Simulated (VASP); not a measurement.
# AgCl (Fm-3m) in VASP: further runs

AgCl is run at these levels: PBE, PBE-based screened hybrid with 75 % exact exchange; tasks: single point.

Program: VASP 6.6.1. These are calculated values, not measurements. Logs are shortened: lines on timing, memory, paths and dates and some standing lists are left out, and cuts for length are marked.

### Step 1. The cell of the first run

The structure is cubic, space group Fm-3m (No. 225). The conventional cell has a = 5.546 Å, b = 5.546 Å, c = 5.546 Å, α = 90.00°, β = 90.00°, γ = 90.00°. Within 3.7 Å of Ag (site symmetry m-3m) lie 6 Cl at 2.77 Å. Cl (site symmetry m-3m) has 6 Ag at 2.77 Å within 3.7 Å.

### Step 2. Single point, PBE

The input, INCAR:

```
SYSTEM = AgCl
ALGO = Normal
EDIFF = 1E-7
ENCUT = 520
GGA = PE
ISIF = 2
ISMEAR = 0
LASPH = .TRUE.
LCHARG = .TRUE.
LELF = .TRUE.
LREAL = .FALSE.
LVHAR = .TRUE.
LWAVE = .FALSE.
NBANDS = 16
NELM = 100
PREC = Accurate
SIGMA = 0.2
```

The input, KPOINTS:

```
k-points
0
G
  6 6 6
  0 0 0
```

The input, POSCAR:

```
AgCl
1.0
    0.0000000000      2.7731725651      2.7731725651
    2.7731725651      0.0000000000      2.7731725651
    2.7731725651      2.7731725651      0.0000000000
Ag Cl
1 1
Direct
    0.0000000000      0.0000000000      0.0000000000
    0.5000000000      0.5000000000      0.5000000000
```

Potentials or basis: VASP PAW PBE potentials, release 64 (Ag, Cl).

Launch:

```sh
cat potpaw_PBE.64/Ag/POTCAR potpaw_PBE.64/Cl/POTCAR > POTCAR
mpirun -np 1 vasp_std > vasp.out
```

OUTCAR:

```text
SYSTEM = AgCl
   EDIFF = 1E-7
   ENCUT = 520
   GGA = PE
   ISIF = 2
   ISMEAR = 0
   LASPH = .TRUE.
   LREAL = .FALSE.
   NELM = 100
   PREC = Accurate

 ion  position               nearest neighbor table
   1  0.000  0.000  0.000-   2 2.77   2 2.77   2 2.77   2 2.77   2 2.77   2 2.77
   2  0.500  0.500  0.500-   1 2.77   1 2.77   1 2.77   1 2.77   1 2.77   1 2.77

  LATTYP: Found a face centered cubic cell.
 ALAT       =     5.5463451302

  Lattice vectors:

 A1 = (   0.0000000000,   2.7731725651,   2.7731725651)
 A2 = (   2.7731725651,   0.0000000000,   2.7731725651)
 A3 = (   2.7731725651,   2.7731725651,   0.0000000000)

Analysis of symmetry for initial positions (statically):
=====================================================================
 Subroutine PRICEL returns:
 Original cell was already a primitive cell.

 Routine SETGRP: Setting up the symmetry group for a
 face centered cubic supercell.

 Subroutine GETGRP returns: Found 48 space group operations
 (whereof 48 operations were pure point group operations)
 out of a pool of 48 trial point group operations.

The static configuration has the point symmetry O_h .

Analysis of symmetry for dynamics (positions and initial velocities):
=====================================================================
 Subroutine PRICEL returns:
 Original cell was already a primitive cell.

 Routine SETGRP: Setting up the symmetry group for a
 face centered cubic supercell.

 Subroutine GETGRP returns: Found 48 space group operations
 (whereof 48 operations were pure point group operations)
 out of a pool of 48 trial point group operations.

The dynamic configuration has the point symmetry O_h .

 Subroutine INISYM returns: Found 48 space group operations
 (whereof 48 operations are pure point group operations),
 and found     1 'primitive' translations

----------------------------------------------------------------------------------------

                                     Primitive cell

  volume of cell :      42.6541

  direct lattice vectors                    reciprocal lattice vectors
     0.000000000  2.773172565  2.773172565    -0.180298913  0.180298913  0.180298913
     2.773172565  0.000000000  2.773172565     0.180298913 -0.180298913  0.180298913
     2.773172565  2.773172565  0.000000000     0.180298913  0.180298913 -0.180298913

  length of vectors
     3.921858252  3.921858252  3.921858252     0.312286878  0.312286878  0.312286878

  position of ions in fractional coordinates (direct lattice)
     0.000000000  0.000000000  0.000000000
[... 69 lines left out ...]
   EDIFF  = 0.1E-06   stopping-criterion for ELM
   LREAL  =      F    real-space projection
   EDIFFG = 0.1E-05   stopping-criterion for IOM
   NSW    =      0    number of steps for IOM
   IBRION =     -1    ionic relax: 0-MD 1-quasi-New 2-CG
   NFREE  =      0    steps in history (QN), initial steepest desc. (CG)
   ISIF   =      2    stress and relaxation
   ISYM   =      2    0-nonsym 1-usesym 2-fastsym
   POTIM  = 0.5000    time-step for ionic-motion
   TEBEG  =    0.0;   TEEND  =   0.0 temperature during run
   PSTRESS=    0.0 pullay stress
   NELECT =      18.0000    total number of electrons
   NUPDOWN=      -1.0000    fix difference up-down
   EMIN   =  10.00;   EMAX   =-10.00  energy-range for DOS
   EFERMI =   0.00;   METHOD = LEGACY
   ISMEAR =     0;   SIGMA  =   0.20  broadening in eV -4-tet -1-fermi 0-gaus
   EFERMI_NEDOS =   21; number of points for ismear=-14 and -15
   IALGO  =     38    algorithm
   IMIX   =      4    mixing-type and parameters
     AMIX     =   0.40;   BMIX     =  1.00
     AMIX_MAG =   1.60;   BMIX_MAG =  1.00
  volume/ion in A,a.u.               =      21.33       143.92
  Fermi-wavevector in a.u.,A,eV,Ry     =   1.227945  2.320479 20.515517  1.507848
  Thomas-Fermi vector in A             =   2.362889
   LORBIT       =      0    0 simple, 1 ext, 2 COOP (PROOUT), +10 PAW based schemes
   GGA     = PE    functional components
   LHFCALC =     F    Hartree Fock is set to
   AEXX    =    0.0000 exact exchange contribution
   IVDW    =     0    specifies the selected vdW correction
   LEPSILON=     F    determine dielectric tensor
   LRPA    =     F    only Hartree local field effects (RPA)
 non-spin polarized calculation
 Gauss-broadening in eV      SIGMA  =   0.20
  energy-cutoff  :      520.00
  volume of cell :       42.65
 maximum number of plane-waves:      1167
 NGX is ok and might be reduce to    30
   NGX = 15   NGY = 15   NGZ = 15

 number of electron      18.0000005 magnetization

 Free energy of the ion-electron system (eV)
  ---------------------------------------------------
  ext. energy  EPLUGINS =         0.00000000
  ---------------------------------------------------
  free energy    TOTEN  =        -5.39396068 eV

  energy without entropy =       -5.39393997  energy(sigma->0) =       -5.39395033

 E-fermi :   4.3239     XC(G=0):  -9.9649

 val. band max:        3.8173783802   @ k =   0.5000   0.0000   0.0000
 cond. band min:       4.7262036520   @ k =   0.0000   0.0000   0.0000
 fundamental gap:      0.9088252718
 Fermi energy:         4.3239494466

 k-point     1 :       0.0000    0.0000    0.0000
  band No.  band energies     occupation
      1     -11.3307      2.00000
      2       1.3782      2.00000
      3       1.3782      2.00000
      4       1.3782      2.00000
      5       1.4192      2.00000
      6       1.4192      2.00000
[... 281 lines left out ...]
      3      -0.1885      2.00000
      4       0.1115      2.00000
      5       1.6456      2.00000
      6       1.8567      2.00000
[... 8 lines left out ...]
     15      18.1278      0.00000
     16      18.9593      0.00000

------------------------ aborting loop because EDIFF is reached ----------------------------------------

  FORCE on cell =-STRESS in cart. coord.  units (eV):
  Direction    XX          YY          ZZ          XY          YZ          ZX
  --------------------------------------------------------------------------------------
  -------------------------------------------------------------------------------------
  Total        0.3940437      0.3940437      0.3940437      0.0000000      0.0000000     -0.0000000
  in kB       14.8011117     14.8011117     14.8011117      0.0000000      0.0000000     -0.0000000
  external PRESSURE =      14.8011117 kB  Pullay stress =       0.0000000 kB

 VOLUME and BASIS-vectors are now :
 -----------------------------------------------------------------------------
  energy-cutoff  :      520.00
  volume of cell :       42.65
      direct lattice vectors                 reciprocal lattice vectors
     0.000000000  2.773172565  2.773172565    -0.180298913  0.180298913  0.180298913
     2.773172565  0.000000000  2.773172565     0.180298913 -0.180298913  0.180298913
     2.773172565  2.773172565  0.000000000     0.180298913  0.180298913 -0.180298913

 POSITION                                       TOTAL-FORCE (eV/Angst)
 -----------------------------------------------------------------------------------
      0.00000      0.00000      0.00000         0.000000      0.000000      0.000000
      2.77317      2.77317      2.77317        -0.000000     -0.000000     -0.000000
 -----------------------------------------------------------------------------------
    total drift:                               -0.000000      0.000000      0.000000

  FREE ENERGIE OF THE ION-ELECTRON SYSTEM (eV)
  ---------------------------------------------------
  free  energy   TOTEN  =        -5.3939606841 eV

  energy  without entropy=       -5.3939399680  energy(sigma->0) =       -5.39395033
```

OSZICAR:

```text
N       E                     dE             d eps       ncg     rms          rms(c)
DAV:   1     0.954709086764E+02    0.95471E+02   -0.84510E+03   520   0.101E+03
DAV:   2    -0.202247755865E+01   -0.97493E+02   -0.90150E+02   640   0.217E+02
DAV:   3    -0.555110355606E+01   -0.35286E+01   -0.35180E+01   616   0.431E+01
DAV:   4    -0.557706994257E+01   -0.25966E-01   -0.25964E-01   672   0.394E+00
DAV:   5    -0.557741775347E+01   -0.34781E-03   -0.34781E-03   624   0.446E-01    0.615E+00
DAV:   6    -0.539856333600E+01    0.17885E+00   -0.24571E-01   632   0.641E+00    0.400E+00
DAV:   7    -0.539446869988E+01    0.40946E-02   -0.94120E-02   584   0.203E+00    0.197E+00
DAV:   8    -0.539381249181E+01    0.65621E-03   -0.45766E-03   584   0.694E-01    0.301E-01
DAV:   9    -0.539389105444E+01   -0.78563E-04   -0.48575E-04   664   0.272E-01    0.377E-02
DAV:  10    -0.539395704767E+01   -0.65993E-04   -0.93122E-05   592   0.851E-02    0.310E-02
DAV:  11    -0.539396070836E+01   -0.36607E-05   -0.44921E-06   648   0.147E-02    0.374E-03
DAV:  12    -0.539396081907E+01   -0.11070E-06   -0.54866E-07   592   0.574E-03    0.182E-03
DAV:  13    -0.539396068411E+01    0.13495E-06   -0.98791E-08   520   0.328E-03    0.104E-03
DAV:  14    -0.539396068405E+01    0.62755E-10   -0.21125E-08   304   0.944E-04
   1 F= -.53939607E+01 E0= -.53939503E+01  d E =-.207161E-04
```

Wall time 28 s (1 thread of Oxide Virtual Turin-like, shared host); peak memory 0.13 GiB.

What came out:

```yaml
Free_energy: -5.3940 eV
Pressure: 1.5 GPa
Band_gap_on_the_k_mesh: 0.91 eV (least direct gap 3.23 eV)
```

A k mesh can miss the band edges.

### Step 3. Single point, PBE-based screened hybrid with 75 % exact exchange

POSCAR is that of step 2.

The input, INCAR.step1:

```
SYSTEM = AgCl
ALGO = Normal
EDIFF = 1E-5
ENCUT = 520
GGA = PE
ISIF = 2
ISMEAR = 0
LASPH = .TRUE.
LCHARG = .FALSE.
LREAL = .FALSE.
LWAVE = .TRUE.
NBANDS = 16
NELM = 60
PREC = Accurate
SIGMA = 0.01
```

The input, INCAR.step2:

```
SYSTEM = AgCl
AEXX = 0.75
ALGO = Normal
EDIFF = 1E-7
ENCUT = 520
GGA = PE
HFSCREEN = 0.5
ISIF = 2
ISMEAR = 0
ISTART = 1
LASPH = .TRUE.
LCHARG = .FALSE.
LHFCALC = .TRUE.
LREAL = .FALSE.
LWAVE = .FALSE.
NBANDS = 16
NELM = 60
PREC = Accurate
PRECFOCK = Normal
SIGMA = 0.01
```

The input, KPOINTS:

```
k-points
0
G
  4 4 4
  0 0 0
```

Potentials or basis: VASP PAW PBE potentials, release 64 (Ag, Cl).

Launch:

```sh
cat potpaw_PBE.64/Ag/POTCAR potpaw_PBE.64/Cl/POTCAR > POTCAR
cp INCAR.step1 INCAR
mpirun -np 1 vasp_std > vasp.out
cp INCAR.step2 INCAR
mpirun -np 1 vasp_std > vasp.out
```

Wall time 13 min (1 thread of Oxide Virtual Turin-like, shared host); peak memory 0.24 GiB.

Results (log left out):

| Quantity | Value |
| --- | --- |
| Free energy | -7.7373 eV |
| Pressure | 1.4 GPa |
| Band gap on the k mesh | 3.67 eV (least direct gap 5.66 eV) |

Levels at points of the mesh, in eV from the valence-band top:
```csv
k point,band 7,band 8,band 9,band 10,band 11,band 12
"(0.00, 0.00, 0.00)",-1.98,-1.98,-1.98,3.67,13.60,13.60
"(0.50, 0.00, 0.00)",-2.37,0.00,0.00,6.77,10.01,10.57
"(0.50, 0.50, 0.00)",-2.87,-2.79,-2.79,5.38,10.35,11.68
```

Caveat: the k points lie up to 0.49 Å⁻¹ apart; the PAW data sets were made with another functional, which shifts forces and pressure a little.
